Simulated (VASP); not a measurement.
# Pb (Fm-3m) in VASP: a series of runs

The runs below take Pb through single point, with PBE.

Program: VASP 6.6.1. These are calculated values, not measurements. Logs are shortened: lines on timing, memory, paths and dates and some standing lists are left out, and cuts for length are marked.

### Step 1. The cell of the first run

Symmetry: Fm-3m, No. 225, cubic system. Conventional cell: a = 4.950 Å, b = 4.950 Å, c = 4.950 Å, α = 90.00°, β = 90.00°, γ = 90.00°. Pb (site symmetry m-3m) has 12 Pb at 3.50 Å within 4.6 Å.

### Step 2. Single point, PBE

The input, INCAR:

```
SYSTEM = Pb
ALGO = Normal ; EDIFF = 1E-6
ENCUT = 520 ; GGA = PE
ISIF = 2 ; ISMEAR = -1
LASPH = .True. ; LCHARG = .True.
LELF = .True. ; LREAL = .False.
LVHAR = .True. ; LWAVE = .False.
NBANDS = 13 ; NELM = 100
PREC = Accurate ; SIGMA = 0.025
```

The input, KPOINTS:

```
k-points
0
Gamma
  9 9 9
  0 0 0
```

The input, POSCAR:

```
Pb
1.0
    0.0000000000      2.4750200000      2.4750200000
    2.4750200000      0.0000000000      2.4750200000
    2.4750200000      2.4750200000      0.0000000000
Pb
1
Direct
    0.0000000000      0.0000000000      0.0000000000
```

Potentials or basis: VASP PAW PBE potentials, release 64 (Pb_d).

On the command line:

```bash
cat potpaw_PBE.64/Pb_d/POTCAR > POTCAR
mpirun -np 1 vasp_std > vasp.out
```

OUTCAR:

```text
SYSTEM = Pb
   EDIFF = 1E-6
   ENCUT = 520
   GGA = PE
   ISIF = 2
   ISMEAR = -1
   LASPH = .True.
   LREAL = .False.
   NELM = 100
   PREC = Accurate

 ion  position               nearest neighbor table
   1  0.000  0.000  0.000-

  LATTYP: Found a face centered cubic cell.
 ALAT       =     4.9500400000

  Lattice vectors:

 A1 = (   0.0000000000,   2.4750200000,   2.4750200000)
 A2 = (   2.4750200000,   0.0000000000,   2.4750200000)
 A3 = (   2.4750200000,   2.4750200000,   0.0000000000)

Analysis of symmetry for initial positions (statically):
[... 5 lines left out ...]
 face centered cubic supercell.

 Subroutine GETGRP returns: Found 48 space group operations
 (whereof 48 operations were pure point group operations)
 out of a pool of 48 trial point group operations.

The static configuration has the point symmetry O_h .

Analysis of symmetry for dynamics (positions and initial velocities):
[... 5 lines left out ...]
 face centered cubic supercell.

 Subroutine GETGRP returns: Found 48 space group operations
 (whereof 48 operations were pure point group operations)
 out of a pool of 48 trial point group operations.

The dynamic configuration has the point symmetry O_h .

 Subroutine INISYM returns: Found 48 space group operations
 (whereof 48 operations are pure point group operations),
 and found     1 'primitive' translations

----------------------------------------------------------------------------------------

                                     Primitive cell

  volume of cell :      30.3226

  direct lattice vectors                    reciprocal lattice vectors
     0.000000000  2.475020000  2.475020000    -0.202018570  0.202018570  0.202018570
     2.475020000  0.000000000  2.475020000     0.202018570 -0.202018570  0.202018570
     2.475020000  2.475020000  0.000000000     0.202018570  0.202018570 -0.202018570

  length of vectors
     3.500206851  3.500206851  3.500206851     0.349906427  0.349906427  0.349906427

  position of ions in fractional coordinates (direct lattice)
     0.000000000  0.000000000  0.000000000

  ion indices of the primitive-cell ions
   primitive index   ion index
                 1           1

----------------------------------------------------------------------------------------

 KPOINTS: k-points

Automatic generation of k-mesh.
 Grid dimensions read from file:
 generate k-points for:    9    9    9

 Generating k-lattice:

[... 61 lines left out ...]
   EDIFF  = 0.1E-05   stopping-criterion for ELM
   LREAL  =      F    real-space projection
   EDIFFG = 0.1E-04   stopping-criterion for IOM
   NSW    =      0    number of steps for IOM
   IBRION =     -1    ionic relax: 0-MD 1-quasi-New 2-CG
   NFREE  =      0    steps in history (QN), initial steepest desc. (CG)
   ISIF   =      2    stress and relaxation
   ISYM   =      2    0-nonsym 1-usesym 2-fastsym
   POTIM  = 0.5000    time-step for ionic-motion
   TEBEG  =    0.0;   TEEND  =   0.0 temperature during run
   PSTRESS=    0.0 pullay stress
   NELECT =      14.0000    total number of electrons
   NUPDOWN=      -1.0000    fix difference up-down
   EMIN   =  10.00;   EMAX   =-10.00  energy-range for DOS
   EFERMI =   0.00;   METHOD = LEGACY
   ISMEAR =    -1;   SIGMA  =   0.03  broadening in eV -4-tet -1-fermi 0-gaus
   EFERMI_NEDOS =   21; number of points for ismear=-14 and -15
   IALGO  =     38    algorithm
   IMIX   =      4    mixing-type and parameters
     AMIX     =   0.40;   BMIX     =  1.00
     AMIX_MAG =   1.60;   BMIX_MAG =  1.00
  volume/ion in A,a.u.               =      30.32       204.63
  Fermi-wavevector in a.u.,A,eV,Ry     =   1.265306  2.391081 21.782907  1.600999
  Thomas-Fermi vector in A             =   2.398566
   LORBIT       =      0    0 simple, 1 ext, 2 COOP (PROOUT), +10 PAW based schemes
   GGA     = PE    functional components
   LHFCALC =     F    Hartree Fock is set to
   AEXX    =    0.0000 exact exchange contribution
   IVDW    =     0    specifies the selected vdW correction
   LEPSILON=     F    determine dielectric tensor
   LRPA    =     F    only Hartree local field effects (RPA)
 non-spin polarized calculation
  energy-cutoff  :      520.00
  volume of cell :       30.32
 maximum number of plane-waves:       869
 NGX is ok and might be reduce to    28
   NGX = 13   NGY = 13   NGZ = 13

 number of electron      13.9999999 magnetization

 Free energy of the ion-electron system (eV)
  ---------------------------------------------------
  ext. energy  EPLUGINS =         0.00000000
  ---------------------------------------------------
  free energy    TOTEN  =        -3.56900407 eV

  energy without entropy =       -3.56784133  energy(sigma->0) =       -3.56842270

 E-fermi :   7.1419     XC(G=0): -10.1860

 val. band max:        6.9152973920   @ k =  -0.3333   0.3333   0.1111
 cond. band min:       7.1463529141   @ k =  -0.2222   0.3333   0.1111
 fundamental gap:      0.2310555221
 Fermi energy:         7.1419409886

 k-point     1 :       0.0000    0.0000    0.0000
  band No.  band energies     occupation
      1      -9.7946      2.00000
      2      -9.7946      2.00000
      3      -9.7946      2.00000
      4      -9.6544      2.00000
      5      -9.6544      2.00000
      6      -4.4738      2.00000
      7      14.6989      0.00000
      8      14.6989      0.00000
      9      14.6989      0.00000
     10      17.0446      0.00000
     11      18.6199      0.00000
     12      19.7652      0.00000
     13      19.7652      0.00000
[... 354 lines left out ...]
  band No.  band energies     occupation
      1      -9.9529      2.00000
      2      -9.8611      2.00000
      3      -9.5346      2.00000
      4      -9.4959      2.00000
      5      -9.4959      2.00000
      6       0.1218      2.00000
      7       4.5682      2.00000
      8       9.4311      0.00000
      9       9.4311      0.00000
     10      12.7575      0.00000
     11      13.9743      0.00000
     12      25.5437      0.00000
     13      27.2385      0.00000

 [... further k-points ...]
[... 5 lines left out ...]
  --------------------------------------------------------------------------------------
  -------------------------------------------------------------------------------------
  Total        0.4140969      0.4140969      0.4140969     -0.0000000     -0.0000000     -0.0000000
  in kB       21.8799547     21.8799547     21.8799547     -0.0000000     -0.0000000     -0.0000000
  external PRESSURE =      21.8799547 kB  Pullay stress =       0.0000000 kB

 VOLUME and BASIS-vectors are now :
 -----------------------------------------------------------------------------
  energy-cutoff  :      520.00
  volume of cell :       30.32
      direct lattice vectors                 reciprocal lattice vectors
     0.000000000  2.475020000  2.475020000    -0.202018570  0.202018570  0.202018570
     2.475020000  0.000000000  2.475020000     0.202018570 -0.202018570  0.202018570
     2.475020000  2.475020000  0.000000000     0.202018570  0.202018570 -0.202018570

 POSITION                                       TOTAL-FORCE (eV/Angst)
 -----------------------------------------------------------------------------------
      0.00000      0.00000      0.00000         0.000000     -0.000000      0.000000
 -----------------------------------------------------------------------------------
    total drift:                               -0.000000     -0.000000     -0.000000

  FREE ENERGIE OF THE ION-ELECTRON SYSTEM (eV)
  ---------------------------------------------------
  free  energy   TOTEN  =        -3.5690040736 eV

  energy  without entropy=       -3.5678413279  energy(sigma->0) =       -3.56842270
```

OSZICAR:

```text
N       E                     dE             d eps       ncg     rms          rms(c)
DAV:   1     0.108021375585E+03    0.10802E+03   -0.70833E+03   930   0.126E+03
DAV:   2     0.141980064710E+01   -0.10660E+03   -0.10309E+03   950   0.313E+02
DAV:   3    -0.346285676867E+01   -0.48827E+01   -0.48621E+01  1148   0.720E+01
DAV:   4    -0.357543263801E+01   -0.11258E+00   -0.11255E+00  1134   0.118E+01
DAV:   5    -0.358070038177E+01   -0.52677E-02   -0.52675E-02  1265   0.235E+00    0.527E-01
DAV:   6    -0.357132618077E+01    0.93742E-02   -0.12959E-02  1184   0.200E+00    0.263E-01
DAV:   7    -0.356906397808E+01    0.22622E-02   -0.57457E-03  1185   0.125E+00    0.890E-02
DAV:   8    -0.356900827373E+01    0.55704E-04   -0.43235E-04  1258   0.330E-01    0.102E-02
DAV:   9    -0.356900499711E+01    0.32766E-05   -0.10560E-05  1233   0.572E-02    0.497E-03
DAV:  10    -0.356900407357E+01    0.92355E-06   -0.93096E-07   811   0.907E-03
   1 F= -.35690041E+01 E0= -.35684227E+01  d E =-.116275E-02
```

It took 20 s on 1 thread of Intel Xeon 6975P-C, shared host; peak memory 0.16 GiB.

Results:

* Free energy: -3.5690 eV
* Pressure: 2.2 GPa
* Band gap on the k mesh: zero (band 7 reaches 14.70 eV, above the bottom of band 8 at 5.74 eV)

Caveat: spin-orbit coupling is left out, which moves the levels of the heavy elements.

### Step 3. Single point, PBE

The input, INCAR:

```
ALGO = Normal
EDIFF = 1E-6
ENCUT = 520
GGA = PE
ISIF = 2
ISMEAR = -1
LASPH = True
LCHARG = False
LREAL = False
LWAVE = False
NBANDS = 13
NELM = 100
PREC = Accurate
SIGMA = 0.01
```

The input, KPOINTS:

```
k-points
0
Gamma
  9 9 9
```

POSCAR is that of step 2.

Potentials or basis: VASP PAW PBE potentials, release 64 (Pb_d).

On the command line:

```bash
cat potpaw_PBE.64/Pb_d/POTCAR > POTCAR
mpirun -np 1 vasp_std > vasp.out
```

OUTCAR:

```text
EDIFF = 1E-6
   ENCUT = 520
   GGA = PE
   ISIF = 2
   ISMEAR = -1
   LASPH = True
   LREAL = False
   NELM = 100
   PREC = Accurate

 ion  position               nearest neighbor table
   1  0.000  0.000  0.000-

  LATTYP: Found a face centered cubic cell.
 ALAT       =     4.9500400000

  Lattice vectors:

 A1 = (   0.0000000000,   2.4750200000,   2.4750200000)
 A2 = (   2.4750200000,   0.0000000000,   2.4750200000)
 A3 = (   2.4750200000,   2.4750200000,   0.0000000000)

Analysis of symmetry for initial positions (statically):
[... 5 lines left out ...]
 face centered cubic supercell.

 Subroutine GETGRP returns: Found 48 space group operations
 (whereof 48 operations were pure point group operations)
 out of a pool of 48 trial point group operations.

The static configuration has the point symmetry O_h .

Analysis of symmetry for dynamics (positions and initial velocities):
[... 5 lines left out ...]
 face centered cubic supercell.

 Subroutine GETGRP returns: Found 48 space group operations
 (whereof 48 operations were pure point group operations)
 out of a pool of 48 trial point group operations.

The dynamic configuration has the point symmetry O_h .

 Subroutine INISYM returns: Found 48 space group operations
[... 145 lines left out ...]
 val. band max:        6.9152790258   @ k =  -0.3333   0.3333   0.1111
 cond. band min:       7.1463348091   @ k =  -0.2222   0.3333   0.1111
 fundamental gap:      0.2310557833
 Fermi energy:         7.1446641187

 k-point     1 :       0.0000    0.0000    0.0000
  band No.  band energies     occupation
      1      -9.7946      2.00000
      2      -9.7946      2.00000
      3      -9.7946      2.00000
      4      -9.6545      2.00000
      5      -9.6545      2.00000
      6      -4.4738      2.00000
      7      14.6989      0.00000
      8      14.6989      0.00000
      9      14.6989      0.00000
     10      17.0446      0.00000
     11      18.6199      0.00000
     12      19.7651      0.00000
     13      19.7651      0.00000
[... 354 lines left out ...]
  band No.  band energies     occupation
      1      -9.9529      2.00000
      2      -9.8611      2.00000
      3      -9.5347      2.00000
      4      -9.4959      2.00000
      5      -9.4959      2.00000
      6       0.1218      2.00000
      7       4.5682      2.00000
      8       9.4311      0.00000
      9       9.4311      0.00000
     10      12.7575      0.00000
     11      13.9743      0.00000
     12      25.5436      0.00000
     13      27.2385      0.00000

 [... further k-points ...]
[... 5 lines left out ...]
  --------------------------------------------------------------------------------------
  -------------------------------------------------------------------------------------
  Total        0.4136330      0.4136330      0.4136330      0.0000000      0.0000000      0.0000000
  in kB       21.8554426     21.8554426     21.8554426      0.0000000      0.0000000      0.0000000
  external PRESSURE =      21.8554426 kB  Pullay stress =       0.0000000 kB

 VOLUME and BASIS-vectors are now :
 -----------------------------------------------------------------------------
  energy-cutoff  :      520.00
  volume of cell :       30.32
      direct lattice vectors                 reciprocal lattice vectors
     0.000000000  2.475020000  2.475020000    -0.202018570  0.202018570  0.202018570
     2.475020000  0.000000000  2.475020000     0.202018570 -0.202018570  0.202018570
     2.475020000  2.475020000  0.000000000     0.202018570  0.202018570 -0.202018570

 POSITION                                       TOTAL-FORCE (eV/Angst)
 -----------------------------------------------------------------------------------
      0.00000      0.00000      0.00000         0.000000      0.000000      0.000000
 -----------------------------------------------------------------------------------
    total drift:                               -0.000000     -0.000000     -0.000000

  FREE ENERGIE OF THE ION-ELECTRON SYSTEM (eV)
  ---------------------------------------------------
  free  energy   TOTEN  =        -3.5683181956 eV

  energy  without entropy=       -3.5678640620  energy(sigma->0) =       -3.56809113
```

It took 20 s on 1 thread of Intel Xeon 6975P-C, shared host; peak memory 0.16 GiB.

What came out:

```
Free energy            : -3.5683 eV
Pressure               : 2.2 GPa
Band gap on the k mesh : zero (band 7 reaches 14.70 eV, above the bottom of band 8 at 5.74 eV)
```

Caveat: spin-orbit coupling is left out, which moves the levels of the heavy elements.

### Step 4. Single point, PBE

The input, INCAR:

```
SYSTEM = Pb
ALGO = Fast
EDIFF = 1E-7
ENCUT = 520
GGA = PE
ISIF = 2
ISMEAR = -1
LASPH = .True.
LCHARG = .False.
LREAL = .False.
LWAVE = .False.
NBANDS = 13
NELM = 60
PREC = Accurate
SIGMA = 0.05
```

The input, KPOINTS:

```
k-points
0
Gamma
  7 7 7
  0 0 0
```

POSCAR is that of step 3.

On the command line:

```bash
cat potpaw_PBE.64/Pb_d/POTCAR > POTCAR
mpirun -np 1 vasp_std > vasp.out
```

Run time: 11 s. Hardware: 1 thread of AMD EPYC 7R13 (Zen 3), shared host; peak memory 0.12 GiB.

It converged, with:

- Free energy: -3.5642 eV
- Pressure: 2.9 GPa
- Band gap on the k mesh: zero (band 7 reaches 14.70 eV, above the bottom of band 8 at 5.84 eV)

Levels at points of the mesh, in eV from the Fermi level:
| k point | band 4 | band 5 | band 6 | band 7 | band 8 | band 9 | band 10 | band 11 |
| --- | --- | --- | --- | --- | --- | --- | --- | --- |
| (0.00, 0.00, 0.00) | -16.85 | -16.85 | -11.68 | 7.49 | 7.49 | 7.49 | 9.83 | 11.41 |

Caveat: spin-orbit coupling is left out, which moves the levels of the heavy elements.

### Step 5. Overview

| k mesh | smearing | gap on the mesh (eV) | pressure (GPa) |
| --- | --- | --- | --- |
| 9 × 9 × 9 | fermi-dirac 0.025 eV | none | 2.2 |
| 9 × 9 × 9 | fermi-dirac 0.01 eV | none | 2.2 |
| 7 × 7 × 7 | fermi-dirac 0.05 eV | none | 2.9 |

Alike in all rows: task single point; level PBE; potentials or basis VASP PAW PBE potentials, release 64 (Pb_d); no spin polarisation; cell as given; cutoff (eV) 520.

Every run on the cell as given and a fine mesh finds a metal.

Caveats: spin-orbit coupling is left out, which moves the levels of the heavy elements.

Absolute energies hang on the potentials; compare differences alone.
